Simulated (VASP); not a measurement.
# GeSb2Te4 (R3m) in VASP: single point with PBEsol

Aim: the single point of GeSb2Te4 with PBEsol.

Program: VASP 6.6.1. These are calculated values, not measurements. Logs are shortened: lines on timing, memory, paths and dates and some standing lists are left out, and cuts for length are marked.

### 1 The cell of the first run

The structure is trigonal, space group R3m (No. 160). The conventional cell has a = 4.234 Å, b = 4.234 Å, c = 40.413 Å, α = 90.00°, β = 90.00°, γ = 120.00°. Within 3.7 Å of Ge (site symmetry 3m) lie 6 Te at 2.82 to 3.16 Å. Within 3.9 Å of Sb (site symmetry 3m) lie 6 Te at 2.98 to 3.18 Å. Within 4.0 Å of Sb (site symmetry 3m) lie 6 Te at 3.01 to 3.12 Å. Te (site symmetry 3m) has 3 Ge at 2.82 Å and 3 Te at 3.59 Å within 3.7 Å. Te (site symmetry 3m) has 3 Sb at 2.98 Å and 3 Te at 3.59 Å within 3.9 Å. Te (site symmetry 3m) has 6 Sb at 3.12 to 3.18 Å and 12 Te at 4.23 to 4.47 Å within 4.5 Å. Within 4.0 Å of Te (site symmetry 3m) lie 3 Sb at 3.01 Å and 3 Ge at 3.16 Å.

### 2 Single point, PBEsol

The input, INCAR:

```
SYSTEM = GeSb2Te4
  ALGO = Normal
  EDIFF = 1E-6
  ENCUT = 520
  GGA = PS
  ISIF = 2
  ISMEAR = 0
  KPAR = 4
  LASPH = .TRUE.
  LCHARG = .FALSE.
  LREAL = .FALSE.
  LWAVE = .FALSE.
  NBANDS = 33
  NELM = 100
  PREC = Accurate
  SIGMA = 0.02
```

The input, KPOINTS:

```
k-points
0
G
  12 12 12
  0 0 0
```

The input, POSCAR:

```
GeSb2Te4
1.0
    2.1170558382      1.2222827581     13.4710789348
   -2.1170558382      1.2222827581     13.4710789348
    0.0000000000     -2.4445655162     13.4710789348
Ge Sb Te
1 2 4
Direct
    0.5704842059      0.5704842059      0.5704842059
    0.4282701783      0.4282701783      0.4282701783
    0.9969609797      0.9969609797      0.9969609797
    0.8687981018      0.8687981018      0.8687981018
    0.1372050521      0.1372050521      0.1372050521
    0.7114083695      0.7114083695      0.7114083695
    0.2868721127      0.2868721127      0.2868721127
```

Potentials or basis: VASP PAW PBE potentials, release 64 (Ge_d, Sb, Te).

Run with:

```bash
$ cat potpaw_PBE.64/Ge_d/POTCAR potpaw_PBE.64/Sb/POTCAR potpaw_PBE.64/Te/POTCAR > POTCAR
$ mpirun -np 4 vasp_std > vasp.out
```

OUTCAR:

```text
SYSTEM = GeSb2Te4
   EDIFF = 1E-6
   ENCUT = 520
   GGA = PS
   ISIF = 2
   ISMEAR = 0
   LASPH = .TRUE.
   LREAL = .FALSE.
   NELM = 100
   PREC = Accurate

 ion  position               nearest neighbor table
   1  0.570  0.570  0.570-   4 2.82   4 2.82   4 2.82   7 3.16   7 3.16   7 3.16
   2  0.428  0.428  0.428-   5 2.98   5 2.98   5 2.98   6 3.18   6 3.18   6 3.18
   3  0.997  0.997  0.997-   7 3.01   7 3.01   7 3.01   6 3.12   6 3.12   6 3.12
   4  0.869  0.869  0.869-   1 2.82   1 2.82   1 2.82   5 3.59   5 3.59   5 3.59
   5  0.137  0.137  0.137-   2 2.98   2 2.98   2 2.98   4 3.59   4 3.59   4 3.59
   6  0.711  0.711  0.711-   3 3.12   3 3.12   3 3.12   2 3.18   2 3.18   2 3.18
   7  0.287  0.287  0.287-   3 3.01   3 3.01   3 3.01   1 3.16   1 3.16   1 3.16

  LATTYP: Found a trigonal (rhomboedric) cell.
 ALAT       =    13.6910871822
 COS(alpha) =     0.9521789894

  Lattice vectors:

 A1 = (   2.1170558382,   1.2222827581,  13.4710789348)
 A2 = (  -2.1170558382,   1.2222827581,  13.4710789348)
 A3 = (   0.0000000000,  -2.4445655162,  13.4710789348)

Analysis of symmetry for initial positions (statically):
=====================================================================
 Subroutine PRICEL returns:
 Original cell was already a primitive cell.

 Routine SETGRP: Setting up the symmetry group for a
 trigonal (rhombohedral) supercell.

 Subroutine GETGRP returns: Found  6 space group operations
 (whereof  6 operations were pure point group operations)
 out of a pool of 12 trial point group operations.

The static configuration has the point symmetry C_3v.

Analysis of symmetry for dynamics (positions and initial velocities):
=====================================================================
 Subroutine PRICEL returns:
 Original cell was already a primitive cell.

 Routine SETGRP: Setting up the symmetry group for a
 trigonal (rhombohedral) supercell.

 Subroutine GETGRP returns: Found  6 space group operations
 (whereof  6 operations were pure point group operations)
 out of a pool of 12 trial point group operations.

The dynamic configuration has the point symmetry C_3v.

 Subroutine INISYM returns: Found  6 space group operations
 (whereof  6 operations are pure point group operations),
 and found     1 'primitive' translations

----------------------------------------------------------------------------------------

                                     Primitive cell

  volume of cell :     209.1499

  direct lattice vectors                    reciprocal lattice vectors
     2.117055838  1.222282758 13.471078935     0.236177049  0.136356883  0.024744368
    -2.117055838  1.222282758 13.471078935    -0.236177049  0.136356883  0.024744368
     0.000000000 -2.444565516 13.471078935     0.000000000 -0.272713765  0.024744368

  length of vectors
    13.691087182 13.691087182 13.691087182     0.273834040  0.273834040  0.273834040

  position of ions in fractional coordinates (direct lattice)
     0.570484206  0.570484206  0.570484206
     0.428270178  0.428270178  0.428270178
     0.996960980  0.996960980  0.996960980
     0.868798102  0.868798102  0.868798102
     0.137205052  0.137205052  0.137205052
     0.711408369  0.711408369  0.711408369
     0.286872113  0.286872113  0.286872113

  ion indices of the primitive-cell ions
   primitive index   ion index
                 1           1
                 2           2
                 3           3
                 4           4
                 5           5
                 6           6
                 7           7

----------------------------------------------------------------------------------------

 KPOINTS: k-points

Automatic generation of k-mesh.
 Grid dimensions read from file:
 generate k-points for:   12   12   12

 Generating k-lattice:

  Cartesian coordinates                     Fractional coordinates (reciprocal lattice)
     0.019681421  0.011363074  0.002062031     0.083333333 -0.000000000 -0.000000000
    -0.019681421  0.011363074  0.002062031    -0.000000000  0.083333333 -0.000000000
     0.000000000 -0.022726147  0.002062031    -0.000000000 -0.000000000  0.083333333

  Length of vectors
     0.022819503  0.022819503  0.022819503

  Shift w.r.t. Gamma in fractional coordinates (k-lattice)
     0.000000000  0.000000000  0.000000000

 Subroutine IBZKPT returns following result:
 ===========================================

 Found    189 irreducible k-points:

 Following reciprocal coordinates:
            Coordinates               Weight
  0.000000  0.000000  0.000000      1.000000
  0.083333 -0.000000 -0.000000      6.000000
  0.166667 -0.000000 -0.000000      6.000000
  0.250000 -0.000000  0.000000      6.000000
  0.333333 -0.000000 -0.000000      6.000000
  0.416667  0.000000  0.000000      6.000000
[... 16 lines left out ...]
  0.500000  0.166667  0.000000     12.000000
 -0.416667  0.166667 -0.000000     12.000000
 [... further k-points ...]
   k-points           NKPTS =    189   k-points in BZ     NKDIM =    189   number of bands    NBANDS=     33
   number of dos      NEDOS =    301   number of ions     NIONS =      7
   total plane-waves  NPLWV = ******
   dimension x,y,z NGX =   108 NGY =  108 NGZ =  108
   dimension x,y,z NGXF=   216 NGYF=  216 NGZF=  216
   ions per type =               1   2   4
   NGX,Y,Z   is equivalent  to a cutoff of  13.11, 13.11, 13.11 a.u.
   NGXF,Y,Z  is equivalent  to a cutoff of  26.23, 26.23, 26.23 a.u.
 SYSTEM =  GeSb2Te4
   PREC   = accura    normal or accurate (medium, high low for compatibility)
   ISTART =      0    job   : 0-new  1-cont  2-samecut
   ICHARG =      2    charge: 1-file 2-atom 10-const
   ISPIN  =      1    spin polarized calculation?
   LNONCOLLINEAR =      F non collinear calculations
   LSORBIT =      F    spin-orbit coupling
   LASPH  =      T    aspherical Exc in radial PAW
   ENCUT  =  520.0 eV  38.22 Ry    6.18 a.u.  25.46 25.46 25.46*2*pi/ulx,y,z
   NELM   =    100;   NELMIN=  2; NELMDL= -5     # of ELM steps
   EDIFF  = 0.1E-05   stopping-criterion for ELM
   LREAL  =      F    real-space projection
   EDIFFG = 0.1E-04   stopping-criterion for IOM
   NSW    =      0    number of steps for IOM
   IBRION =     -1    ionic relax: 0-MD 1-quasi-New 2-CG
   NFREE  =      0    steps in history (QN), initial steepest desc. (CG)
   ISIF   =      2    stress and relaxation
   ISYM   =      2    0-nonsym 1-usesym 2-fastsym
   POTIM  = 0.5000    time-step for ionic-motion
   TEBEG  =    0.0;   TEEND  =   0.0 temperature during run
   PSTRESS=    0.0 pullay stress
   NELECT =      48.0000    total number of electrons
   NUPDOWN=      -1.0000    fix difference up-down
   EMIN   =  10.00;   EMAX   =-10.00  energy-range for DOS
   EFERMI =   0.00;   METHOD = LEGACY
   ISMEAR =     0;   SIGMA  =   0.02  broadening in eV -4-tet -1-fermi 0-gaus
   EFERMI_NEDOS =   21; number of points for ismear=-14 and -15
   IALGO  =     38    algorithm
   IMIX   =      4    mixing-type and parameters
     AMIX     =   0.40;   BMIX     =  1.00
     AMIX_MAG =   1.60;   BMIX_MAG =  1.00
  volume/ion in A,a.u.               =      29.88       201.63
  Fermi-wavevector in a.u.,A,eV,Ry     =   1.002311  1.894094 13.668798  1.004628
  Thomas-Fermi vector in A             =   2.134790
   LORBIT       =      0    0 simple, 1 ext, 2 COOP (PROOUT), +10 PAW based schemes
   GGA     = PS    functional components
   LHFCALC =     F    Hartree Fock is set to
   AEXX    =    0.0000 exact exchange contribution
   IVDW    =     0    specifies the selected vdW correction
   LEPSILON=     F    determine dielectric tensor
   LRPA    =     F    only Hartree local field effects (RPA)
 non-spin polarized calculation
 Gauss-broadening in eV      SIGMA  =   0.02
  energy-cutoff  :      520.00
  volume of cell :      209.15
 maximum number of plane-waves:      5668
 NGX is ok and might be reduce to   108
   NGX = 51   NGY = 51   NGZ = 51

 number of electron      48.0000002 magnetization

 Free energy of the ion-electron system (eV)
  ---------------------------------------------------
  ext. energy  EPLUGINS =         0.00000000
  ---------------------------------------------------
  free energy    TOTEN  =       -28.89134878 eV

  energy without entropy =      -28.89134878  energy(sigma->0) =      -28.89134878

 E-fermi :   6.7832     XC(G=0):  -9.6845

 val. band max:        6.6932607699   @ k =   0.4167   0.2500   0.2500
 cond. band min:       6.8702168918   @ k =   0.5000   0.5000   0.5000
 fundamental gap:      0.1769561219
 Fermi energy:         6.7831974822

 k-point     1 :       0.0000    0.0000    0.0000
  band No.  band energies     occupation
      1     -18.0286      2.00000
      2     -18.0286      2.00000
      3     -18.0182      2.00000
      4     -18.0182      2.00000
      5     -18.0162      2.00000
      6      -6.8461      2.00000
[... 25 lines left out ...]
     32       9.0659      0.00000
     33       9.0659      0.00000

 k-point     2 :       0.0833   -0.0000   -0.0000
  band No.  band energies     occupation
      1     -18.0288      2.00000
      2     -18.0285      2.00000
      3     -18.0183      2.00000
      4     -18.0182      2.00000
      5     -18.0161      2.00000
      6      -6.7807      2.00000
[... 25 lines left out ...]
     32       9.0992      0.00000
     33       9.2655      0.00000

 k-point     3 :       0.1667   -0.0000   -0.0000
  band No.  band energies     occupation
      1     -18.0293      2.00000
      2     -18.0281      2.00000
      3     -18.0185      2.00000
      4     -18.0180      2.00000
      5     -18.0157      2.00000
      6      -6.5867      2.00000
[... 25 lines left out ...]
     32       9.3646      0.00000
     33       9.9808      0.00000

 k-point     4 :       0.2500   -0.0000    0.0000
  band No.  band energies     occupation
      1     -18.0300      2.00000
      2     -18.0276      2.00000
      3     -18.0187      2.00000
      4     -18.0179      2.00000
      5     -18.0153      2.00000
      6      -6.2724      2.00000
[... 25 lines left out ...]
     32       9.7976      0.00000
     33       9.9412      0.00000

 k-point     5 :       0.3333   -0.0000   -0.0000
  band No.  band energies     occupation
      1     -18.0307      2.00000
      2     -18.0271      2.00000
      3     -18.0190      2.00000
      4     -18.0177      2.00000
      5     -18.0148      2.00000
      6      -5.8563      2.00000
[... 604 lines left out ...]
 k-point    22 :       0.4167    0.1667    0.0000
  band No.  band energies     occupation
      1     -18.0304      2.00000
      2     -18.0274      2.00000
      3     -18.0188      2.00000
      4     -18.0178      2.00000
      5     -18.0146      2.00000
      6      -5.6747      2.00000
[... 25 lines left out ...]
     32      10.3332      0.00000
     33      10.5738      0.00000

 k-point    23 :       0.5000    0.1667    0.0000
  band No.  band energies     occupation
      1     -18.0307      2.00000
      2     -18.0273      2.00000
      3     -18.0189      2.00000
      4     -18.0177      2.00000
      5     -18.0143      2.00000
      6      -5.2201      2.00000
[... 25 lines left out ...]
     32      10.3592      0.00000
     33      10.6864      0.00000

 k-point    24 :      -0.4167    0.1667   -0.0000
  band No.  band energies     occupation
      1     -18.0308      2.00000
      2     -18.0273      2.00000
      3     -18.0189      2.00000
      4     -18.0177      2.00000
      5     -18.0142      2.00000
      6      -4.8817      2.00000
[... 25 lines left out ...]
     32      10.5503      0.00000
     33      10.8278      0.00000

 [... further k-points ...]

------------------------ aborting loop because EDIFF is reached ----------------------------------------

  FORCE on cell =-STRESS in cart. coord.  units (eV):
  Direction    XX          YY          ZZ          XY          YZ          ZX
  --------------------------------------------------------------------------------------
  -------------------------------------------------------------------------------------
  Total        0.1099439      0.1099439      0.1077843      0.0000000      0.0000000      0.0000000
  in kB        0.8422174      0.8422174      0.8256741      0.0000000      0.0000000      0.0000000
  external PRESSURE =       0.8367030 kB  Pullay stress =       0.0000000 kB

 VOLUME and BASIS-vectors are now :
 -----------------------------------------------------------------------------
  energy-cutoff  :      520.00
  volume of cell :      209.15
      direct lattice vectors                 reciprocal lattice vectors
     2.117055838  1.222282758 13.471078935     0.236177049  0.136356883  0.024744368
    -2.117055838  1.222282758 13.471078935    -0.236177049  0.136356883  0.024744368
     0.000000000 -2.444565516 13.471078935     0.000000000 -0.272713765  0.024744368

 POSITION                                       TOTAL-FORCE (eV/Angst)
 -----------------------------------------------------------------------------------
      0.00000      0.00000     23.05511         0.000000      0.000000      0.011998
      0.00000      0.00000     17.30778         0.000000     -0.000000     -0.037440
      0.00000      0.00000     40.29042         0.000000     -0.000000      0.020358
      0.00000      0.00000     35.11094         0.000000     -0.000000     -0.014286
      0.00000      0.00000      5.54490         0.000000      0.000000      0.038814
      0.00000      0.00000     28.75031         0.000000     -0.000000      0.005857
      0.00000      0.00000     11.59343         0.000000      0.000000     -0.025301
 -----------------------------------------------------------------------------------
    total drift:                                0.000000      0.000000     -0.001019

  FREE ENERGIE OF THE ION-ELECTRON SYSTEM (eV)
  ---------------------------------------------------
  free  energy   TOTEN  =       -28.8913487796 eV

  energy  without entropy=      -28.8913487796  energy(sigma->0) =      -28.89134878
```

It took 54 min on 4 MPI ranks of Intel Xeon Platinum 8375C at 2.90GHz (Ice Lake), shared host; peak memory 2.9 GiB.

What came out:

```
Free energy            : -28.8913 eV
Pressure               : 0.1 GPa
Largest force          : 0.039 eV/Å
Band gap on the k mesh : 0.18 eV (least direct gap 0.26 eV)
```

Forces in eV/Å, atoms in the order of the input:
```
Ge   0.000  0.000  0.012
Sb   0.000  0.000 -0.037
Sb   0.000  0.000  0.020
Te   0.000  0.000 -0.014
Te   0.000  0.000  0.039
Te   0.000  0.000  0.006
Te   0.000  0.000 -0.025
```

Caveat: the PAW data sets were made with another functional, which shifts forces and pressure a little; spin-orbit coupling is left out, which moves the levels of the heavy elements. A k mesh can miss the band edges.
